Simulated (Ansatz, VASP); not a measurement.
## Two plane-wave programs on Ca3Zr2N

```
Ca Zr N
1.0
     5.33757    0.00000    0.00000
     0.00000    5.33757    0.00000
     0.00000    0.00000    5.02632
Ca Zr N
3 2 1
Direct
  0.00000 0.00000 0.00000
  0.00000 0.50000 0.50000
  0.50000 0.00000 0.50000
  0.00000 0.00000 0.50000
  0.50000 0.50000 0.50000
  0.50000 0.50000 0.00000
```

Alike in both runs: task relaxation of cell and atoms; functional PBE; k mesh 4 × 4 × 4; occupations gaussian, width 0.1 eV; no spin polarisation.

```csv
,VASP,Ansatz
version,VASP 6.6.1,Ansatz 0.2.0
potentials or method,"VASP PAW PBE potentials, release 64 (Ca_sv, Zr_sv, N), cutoff 600 eV","scalar-relativistic, plane waves, PAW"
valence electrons in the cell,59,59
```

```tsv
	VASP	Ansatz	Ansatz less VASP
gap on the k mesh at the Fermi level, each at its own relaxed structure (eV)	none	none	-
relaxed volume (Å³/atom)	31.54	31.16	-0.380
relaxed length of the cell vector where the two differ most in proportion (Å)	6.397	6.369	-0.0286
```

A gap of «none» marks a metal or a gap that the smearing closes.

Noted on VASP's run: the volume moved by over 15 % at a fixed basis, so the end points are rough.
